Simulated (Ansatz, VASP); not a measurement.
# Two plane-wave programs on Au

```xyz
1
Lattice="-1.6573 1.6573 1.6076 1.6573 -1.6573 1.6076 1.6573 1.6573 -1.6076" Properties=species:S:1:pos:R:3 pbc="T T T"
Au    0.0000    0.0000    0.0000
```

Change from the starting cell: strain +0.000 along x and y, -0.030 along z, atoms carried along.

Alike in both runs: task single point; functional PBEsol; k mesh 20 × 20 × 20; occupations gaussian, width 0.15 eV; no spin polarisation.

|  | VASP | Ansatz |
| --- | --- | --- |
| version | VASP 6.6.1 | Ansatz 0.2.0 |
| potentials or method | VASP PAW PBE potentials, release 64 (Au), cutoff 520 eV | scalar-relativistic, plane waves, PAW |
| valence electrons in the cell | 11 | 19 |

|  | VASP | Ansatz | Ansatz less VASP |
| --- | --- | --- | --- |
| gap on the k mesh at the Fermi level (eV) | none | none | - |
| pressure (GPa) | -5.8 | -5.5 | +0.22 |
| traceless stress, the component that is largest in VASP (GPa) | -0.09 | -0.09 | 0.000 |

VASP's potentials were made for PBE, not for PBEsol. A gap of «none» marks a metal or a gap that the smearing closes. With one functional, cell and mesh, what is left measures potentials, basis and numerics. VASP's potentials hold 11 valence electrons a cell and Ansatz's 19, so a difference there can come from the potentials and not from the codes.

Spin-orbit coupling is off throughout.
